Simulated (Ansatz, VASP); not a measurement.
# Sb2Se3 in VASP and in Ansatz

```
Sb Se
1.0
     4.06990    0.00000    0.00000
    -2.03495    3.52464    0.00000
     0.00000    0.00000   10.56415
Sb Se
2 3
Cartesian
  0.0000 2.3498 1.8969
  2.0350 1.1749 8.6672
  2.0350 1.1749 3.4478
  0.0000 2.3498 7.1164
  0.0000 0.0000 0.0000
```

Alike in both runs: functional PBE; k mesh 12 × 12 × 4; occupations gaussian, width 0.02 eV; no spin polarisation.

Ansatz relaxed the structure, and its values are those at the end. VASP's run is a single point on that final structure, the one shown.

|  | VASP | Ansatz |
| --- | --- | --- |
| version | VASP 6.6.1 | Ansatz 0.2.0 |
| potentials or method | VASP PAW PBE potentials, release 64 (Sb, Se), cutoff 520 eV | scalar-relativistic, plane waves, PAW |
| valence electrons in the cell | 28 | 78 |

```csv
,VASP,Ansatz,Ansatz less VASP
gap on the k mesh at the Fermi level (eV),0.42,0.43,+0.010
least direct gap on the mesh (eV),0.47,0.48,+0.003
pressure (GPa),0.0,0.0,+0.04
rms of the force components (eV/Å),0.009,0.000,-0.0088
```

The functional is the same, so the differences come from potentials, cutoffs and numerics. VASP's potentials hold 28 valence electrons a cell and Ansatz's 78, so a difference there can come from the potentials and not from the codes.

Spin-orbit coupling is off throughout.
